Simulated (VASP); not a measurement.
Fe: single point with LDA

Crystal: Fe.

```
Fe
1.0
     3.77347    0.00000    0.00000
    -1.88673    3.26792    0.00000
     0.00000    0.00000    2.37118
Fe
3
Direct
  0.00000 0.00000 0.00000
  0.33333 0.66667 0.50000
  0.66667 0.33333 0.50000
```

This isn't the form of Fe at room conditions, which is bcc.

```yaml
Program: VASP 6.6.1
Task: single point
Functional: LDA
Potentials_or_basis: VASP PAW LDA potentials, release 64 (Fe)
Cutoff: 520 eV
k_mesh: 9 × 9 × 13
Occupations: fermi-dirac, width 0.1 eV
Spin: no spin polarisation
Dipole_correction: no
Further_INCAR_settings: ALGO = Normal; EDIFF = 1e-07; NBANDS = 19
```

* Pressure: -0.5 GPa
* Band gap on the k mesh: zero (bands 12 and 13 overlap by 1.56 eV)

Stress tensor (GPa, compression positive):
```
-0.57  0.00  0.00
 0.00 -0.57  0.00
 0.00  0.00 -0.28
```

Levels at points of the mesh, in eV from the Fermi level:
```csv
k point,band 8,band 9,band 10,band 11,band 12,band 13,band 14,band 15,band 16,band 17
"(0.00, 0.00, 0.00)",-1.95,-1.47,-1.47,-0.96,-0.96,-0.87,-0.87,1.05,1.05,8.40
```

Run time: 65 s on 1 thread of Intel Xeon 8259CL, with other jobs on the host, peak memory 0.15 GiB.

Caveat: the run has no spin polarisation, though such a crystal can be magnetic. Spin polarisation is off, so any magnetic state and its effect on volume and gap are missing.
